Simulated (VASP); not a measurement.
# TiSe2 (P-3m1) in VASP: notebook

Runs on TiSe2. Level: PBE+U. Tasks: single point.

The COD entry that gives the cell may itself be a prediction, so a difference from it is no test against experiment.

Everything below comes from runs of VASP 6.6.1. Logs are shortened: lines on timing, memory, paths and dates and some standing lists are left out, and cuts for length are marked.

### 1 The cell of the first run

Symmetry: P-3m1, No. 164, trigonal system. The conventional cell has a = 3.536 Å, b = 3.536 Å, c = 6.004 Å, α = 90.00°, β = 90.00°, γ = 120.00°. Within 3.4 Å of Ti (site symmetry -3m) lie 6 Se at 2.55 Å. Se (site symmetry 3m) has 3 Ti at 2.55 Å within 3.4 Å.

### 2 Single point, PBE+U

Input file INCAR:

```
SYSTEM = TiSe2
  PREC = Accurate
  ENCUT = 500
  EDIFF = 1E-6
  ISMEAR = 0
  SIGMA = 0.01
  LREAL = .FALSE.
  LASPH = .TRUE.
  NELM = 200
  ALGO = Normal
  ISIF = 2
  LWAVE = .FALSE.
  LCHARG = .FALSE.
  LMAXMIX = 4
  LDAU = .TRUE.
  LDAUTYPE = 2
  LDAUL = 2 -1
  LDAUU = 4 0
  LDAUJ = 0 0
  LDAUPRINT = 1
  GGA = PE
  NBANDS = 19
  GGA_COMPAT = .FALSE.
```

Input file KPOINTS:

```
regular mesh
0
G
  4 4 2
  0 0 0
```

Input file POSCAR:

```
TiSe2
1.0
    3.5360000000      0.0000000000      0.0000000000
   -1.7680000000      3.0622660000      0.0000000000
    0.0000000000      0.0000000000      6.0040000000
Ti Se
1 2
Direct
    0.0000000000      0.0000000000      0.0000000000
    0.3333333333      0.6666666667      0.2552000000
    0.6666666667      0.3333333333      0.7448000000
```

Potentials or basis: VASP PAW PBE potentials, release 64 (Ti_sv, Se).

Launch:

```console
$ cat potpaw_PBE.64/Ti_sv/POTCAR potpaw_PBE.64/Se/POTCAR > POTCAR
$ mpirun -np 1 vasp_std > vasp.out
```

OUTCAR:

```text
SYSTEM = TiSe2
   PREC = Accurate
   ENCUT = 500
   EDIFF = 1E-6
   ISMEAR = 0
   LREAL = .FALSE.
   LASPH = .TRUE.
   NELM = 200
   ISIF = 2
   GGA = PE

 ion  position               nearest neighbor table
   1  0.000  0.000  0.000-   2 2.55   3 2.55   3 2.55   2 2.55   3 2.55   2 2.55
   2  0.333  0.667  0.255-   1 2.55   1 2.55   1 2.55
   3  0.667  0.333  0.745-   1 2.55   1 2.55   1 2.55

  LATTYP: Found a hexagonal cell.
 ALAT       =     3.5360000000
 C/A-ratio  =     1.6979638009

  Lattice vectors:

 A1 = (   3.5360000000,   0.0000000000,   0.0000000000)
 A2 = (  -1.7680000000,   3.0622660000,   0.0000000000)
 A3 = (   0.0000000000,   0.0000000000,   6.0040000000)

Analysis of symmetry for initial positions (statically):
=====================================================================
 Subroutine PRICEL returns:
 Original cell was already a primitive cell.

 Routine SETGRP: Setting up the symmetry group for a
 hexagonal supercell.

 Subroutine GETGRP returns: Found 12 space group operations
 (whereof 12 operations were pure point group operations)
 out of a pool of 24 trial point group operations.

The static configuration has the point symmetry D_3d.

Analysis of symmetry for dynamics (positions and initial velocities):
=====================================================================
 Subroutine PRICEL returns:
 Original cell was already a primitive cell.

 Routine SETGRP: Setting up the symmetry group for a
 hexagonal supercell.

 Subroutine GETGRP returns: Found 12 space group operations
 (whereof 12 operations were pure point group operations)
 out of a pool of 24 trial point group operations.

The dynamic configuration has the point symmetry D_3d.

 Subroutine INISYM returns: Found 12 space group operations
 (whereof 12 operations are pure point group operations),
 and found     1 'primitive' translations

----------------------------------------------------------------------------------------

                                     Primitive cell

  volume of cell :      65.0123

  direct lattice vectors                    reciprocal lattice vectors
     3.536000000  0.000000000  0.000000000     0.282805430  0.163277782  0.000000000
    -1.768000000  3.062266000  0.000000000     0.000000000  0.326555564  0.000000000
     0.000000000  0.000000000  6.004000000     0.000000000  0.000000000  0.166555630

  length of vectors
     3.536000000  3.536000149  6.004000000     0.326555578  0.326555564  0.166555630

  position of ions in fractional coordinates (direct lattice)
     0.000000000  0.000000000  0.000000000
     0.333333333  0.666666667  0.255200000
     0.666666667  0.333333333  0.744800000

  ion indices of the primitive-cell ions
   primitive index   ion index
                 1           1
                 2           2
                 3           3

----------------------------------------------------------------------------------------

 KPOINTS: regular mesh

Automatic generation of k-mesh.
 Grid dimensions read from file:
 generate k-points for:    4    4    2

 Generating k-lattice:

  Cartesian coordinates                     Fractional coordinates (reciprocal lattice)
     0.070701357  0.040819445  0.000000000     0.250000000  0.000000000  0.000000000
     0.000000000  0.081638891  0.000000000     0.000000000  0.250000000  0.000000000
     0.000000000  0.000000000  0.083277815     0.000000000  0.000000000  0.500000000

  Length of vectors
     0.081638894  0.081638891  0.083277815

  Shift w.r.t. Gamma in fractional coordinates (k-lattice)
     0.000000000  0.000000000  0.000000000
[... 22 lines left out ...]
   NGX,Y,Z   is equivalent  to a cutoff of  13.16, 13.16, 13.29 a.u.
   NGXF,Y,Z  is equivalent  to a cutoff of  26.33, 26.33, 26.58 a.u.
 SYSTEM =  TiSe2
   PREC   = accura    normal or accurate (medium, high low for compatibility)
   ISTART =      0    job   : 0-new  1-cont  2-samecut
   ICHARG =      2    charge: 1-file 2-atom 10-const
   ISPIN  =      1    spin polarized calculation?
   LNONCOLLINEAR =      F non collinear calculations
   LSORBIT =      F    spin-orbit coupling
   LASPH  =      T    aspherical Exc in radial PAW
   ENCUT  =  500.0 eV  36.75 Ry    6.06 a.u.   6.45  6.45 10.95*2*pi/ulx,y,z
   NELM   =    200;   NELMIN=  2; NELMDL= -5     # of ELM steps
   EDIFF  = 0.1E-05   stopping-criterion for ELM
   LREAL  =      F    real-space projection
   EDIFFG = 0.1E-04   stopping-criterion for IOM
   NSW    =      0    number of steps for IOM
   IBRION =     -1    ionic relax: 0-MD 1-quasi-New 2-CG
   NFREE  =      0    steps in history (QN), initial steepest desc. (CG)
   ISIF   =      2    stress and relaxation
   ISYM   =      2    0-nonsym 1-usesym 2-fastsym
   POTIM  = 0.5000    time-step for ionic-motion
   TEBEG  =    0.0;   TEEND  =   0.0 temperature during run
   PSTRESS=    0.0 pullay stress
   NELECT =      24.0000    total number of electrons
   NUPDOWN=      -1.0000    fix difference up-down
   EMIN   =  10.00;   EMAX   =-10.00  energy-range for DOS
   EFERMI =   0.00;   METHOD = LEGACY
   ISMEAR =     0;   SIGMA  =   0.01  broadening in eV -4-tet -1-fermi 0-gaus
   EFERMI_NEDOS =   21; number of points for ismear=-14 and -15
   IALGO  =     38    algorithm
   IMIX   =      4    mixing-type and parameters
     AMIX     =   0.40;   BMIX     =  1.00
     AMIX_MAG =   1.60;   BMIX_MAG =  1.00
  volume/ion in A,a.u.               =      21.67       146.24
  Fermi-wavevector in a.u.,A,eV,Ry     =   1.174393  2.219280 18.765127  1.379198
  Thomas-Fermi vector in A             =   2.310790
   LORBIT       =      0    0 simple, 1 ext, 2 COOP (PROOUT), +10 PAW based schemes
 LDA+U is selected, type is set to LDAUTYPE =  2
   angular momentum for each species LDAUL =     2   -1
   U (eV)           for each species LDAUU =   4.0  0.0
   J (eV)           for each species LDAUJ =   0.0  0.0
   GGA     = PE    functional components
   LHFCALC =     F    Hartree Fock is set to
   AEXX    =    0.0000 exact exchange contribution
   IVDW    =     0    specifies the selected vdW correction
   LEPSILON=     F    determine dielectric tensor
   LRPA    =     F    only Hartree local field effects (RPA)
 non-spin polarized calculation
 Gauss-broadening in eV      SIGMA  =   0.01
  energy-cutoff  :      500.00
  volume of cell :       65.01
 maximum number of plane-waves:      1668
 NGX is ok and might be reduce to    28
   NGX = 13   NGY = 13   NGZ = 21

atom =   1  type =  1  l = 2

 onsite density matrix

spin component  1

  0.1527 -0.0000 -0.0000 -0.0853 -0.0000
 -0.0000  0.2289 -0.0000 -0.0000 -0.0853
 -0.0000 -0.0000  0.0874 -0.0000  0.0000
 -0.0853 -0.0000 -0.0000  0.2289  0.0000
 -0.0000 -0.0853  0.0000  0.0000  0.1527

spin component  2

  0.1527 -0.0000 -0.0000 -0.0853 -0.0000
 -0.0000  0.2289 -0.0000 -0.0000 -0.0853
 -0.0000 -0.0000  0.0874 -0.0000  0.0000
 -0.0853 -0.0000 -0.0000  0.2289  0.0000
 -0.0000 -0.0853  0.0000  0.0000  0.1527

 occupancies and eigenvectors

  o =  0.0874  v =  0.0000 -0.0000  1.0000  0.0000 -0.0000  0.0000  0.0000  0.0000  0.0000  0.0000      0.0000  0.0000  0.0000  0.0000  0.0000  0.0000  0.0000  0.0000  0.0000  0.0000
  o =  0.0874  v =  0.0000  0.0000  0.0000  0.0000  0.0000  0.0000 -0.0000  1.0000  0.0000 -0.0000      0.0000  0.0000  0.0000  0.0000  0.0000  0.0000  0.0000  0.0000  0.0000  0.0000
  o =  0.0973  v =  0.0000  0.0000  0.0000  0.0000  0.0000  0.8390 -0.0000 -0.0000  0.5441 -0.0000      0.0000  0.0000  0.0000  0.0000  0.0000  0.0000  0.0000  0.0000  0.0000  0.0000
  o =  0.0973  v =  0.8390 -0.0000 -0.0000  0.5441 -0.0000  0.0000  0.0000  0.0000  0.0000  0.0000      0.0000  0.0000  0.0000  0.0000  0.0000  0.0000  0.0000  0.0000  0.0000  0.0000
  o =  0.0973  v =  0.0000  0.0000  0.0000  0.0000  0.0000 -0.0000 -0.5441 -0.0000 -0.0000 -0.8390      0.0000  0.0000  0.0000  0.0000  0.0000  0.0000  0.0000  0.0000  0.0000  0.0000
  o =  0.0973  v = -0.0000 -0.5441 -0.0000 -0.0000 -0.8390  0.0000  0.0000  0.0000  0.0000  0.0000      0.0000  0.0000  0.0000  0.0000  0.0000  0.0000  0.0000  0.0000  0.0000  0.0000
  o =  0.2843  v = -0.5441 -0.0000  0.0000  0.8390  0.0000  0.0000  0.0000  0.0000  0.0000  0.0000      0.0000  0.0000  0.0000  0.0000  0.0000  0.0000  0.0000  0.0000  0.0000  0.0000
  o =  0.2843  v =  0.0000  0.0000  0.0000  0.0000  0.0000 -0.5441 -0.0000  0.0000  0.8390  0.0000      0.0000  0.0000  0.0000  0.0000  0.0000  0.0000  0.0000  0.0000  0.0000  0.0000
  o =  0.2843  v = -0.0000  0.8390 -0.0000  0.0000 -0.5441  0.0000  0.0000  0.0000  0.0000  0.0000      0.0000  0.0000  0.0000  0.0000  0.0000  0.0000  0.0000  0.0000  0.0000  0.0000
  o =  0.2843  v =  0.0000  0.0000  0.0000  0.0000  0.0000 -0.0000  0.8390 -0.0000  0.0000 -0.5441      0.0000  0.0000  0.0000  0.0000  0.0000  0.0000  0.0000  0.0000  0.0000  0.0000

 number of electron      24.0000001 magnetization

 Free energy of the ion-electron system (eV)
  ---------------------------------------------------
  ext. energy  EPLUGINS =         0.00000000
  ---------------------------------------------------
  free energy    TOTEN  =       -15.28770106 eV

  energy without entropy =      -15.28721095  energy(sigma->0) =      -15.28745601

 E-fermi :   5.1475     XC(G=0): -10.0009

 val. band max:        5.1461004998   @ k =   0.0000   0.0000   0.5000
 cond. band min:       5.3368771311   @ k =   0.5000  -0.0000   0.0000
 fundamental gap:      0.1907766312
 Fermi energy:         5.1475376867

 k-point     1 :       0.0000    0.0000    0.0000
  band No.  band energies     occupation
      1     -53.7678      2.00000
      2     -29.9544      2.00000
      3     -29.9352      2.00000
      4     -29.9352      2.00000
      5      -9.0793      2.00000
      6      -7.6254      2.00000
[... 153 lines left out ...]
      6      -7.4277      2.00000
[... 11 lines left out ...]
     18      11.8334      0.00000
     19      11.9691      0.00000

------------------------ aborting loop because EDIFF is reached ----------------------------------------

  FORCE on cell =-STRESS in cart. coord.  units (eV):
  Direction    XX          YY          ZZ          XY          YZ          ZX
  --------------------------------------------------------------------------------------
  -------------------------------------------------------------------------------------
  Total        1.8045850      1.8045852      2.4288160     -0.0000000      0.0000000     -0.0000000
  in kB       44.4725540     44.4725590     59.8562286     -0.0000000      0.0000000     -0.0000000
  external PRESSURE =      49.6004472 kB  Pullay stress =       0.0000000 kB

 VOLUME and BASIS-vectors are now :
 -----------------------------------------------------------------------------
  energy-cutoff  :      500.00
  volume of cell :       65.01
      direct lattice vectors                 reciprocal lattice vectors
     3.536000000  0.000000000  0.000000000     0.282805430  0.163277782  0.000000000
    -1.768000000  3.062266000  0.000000000     0.000000000  0.326555564  0.000000000
     0.000000000  0.000000000  6.004000000     0.000000000  0.000000000  0.166555630

 POSITION                                       TOTAL-FORCE (eV/Angst)
 -----------------------------------------------------------------------------------
      0.00000      0.00000      0.00000         0.000000      0.000000      0.000000
     -0.00000      2.04151      1.53222        -0.000000      0.000000      0.388818
      1.76800      1.02076      4.47178         0.000000     -0.000000     -0.388818
 -----------------------------------------------------------------------------------
    total drift:                                0.000000     -0.000000     -0.000000

  FREE ENERGIE OF THE ION-ELECTRON SYSTEM (eV)
  ---------------------------------------------------
  free  energy   TOTEN  =       -15.2877010581 eV

  energy  without entropy=      -15.2872109521  energy(sigma->0) =      -15.28745601
```

It took 20 s on 1 thread of Intel Xeon 8259CL, shared host; peak memory 0.18 GiB.

What came out:

| Quantity | Value |
| --- | --- |
| Free energy | -15.2877 eV |
| Pressure | 5.0 GPa |
| Largest force | 0.389 eV/Å |
| Band gap on the k mesh | zero (band 12 reaches 5.36 eV, above the bottom of band 13 at 5.14 eV) |

Forces on the atoms (eV/Å):
```
Ti   0.000  0.000  0.000
Se   0.000  0.000  0.389
Se   0.000  0.000 -0.389
```

Levels at points of the mesh, in eV from the Fermi level:
```csv
k point,band 10,band 11,band 12,band 13,band 14,band 15
"(0.00, 0.00, 0.00)",-0.05,0.21,0.21,0.64,0.64,0.89
"(0.50, 0.00, 0.00)",-2.92,-2.53,-1.68,0.19,1.61,2.03
"(0.00, 0.00, 0.50)",-2.50,0.00,0.00,0.63,0.63,1.42
"(0.50, 0.00, 0.50)",-2.74,-1.48,-1.30,-0.01,1.59,1.99
```

Eigenvalues of the final occupation matrices:
| site | spin | trace | eigenvalues |
| --- | --- | --- | --- |
| site 1 d | 1 | 0.85 | 0.09 0.10 0.10 0.28 0.28 |
| site 1 d | 2 | 0.85 | 0.09 0.10 0.10 0.28 0.28 |

Caveat: the k points lie up to 0.52 Å⁻¹ apart; this functional lacks dispersion, which binds the layers, so the pressure and a relaxed spacing across them are unreliable; U without spin polarisation on a metal has little footing.

(Part 1 of 2 ends here.)
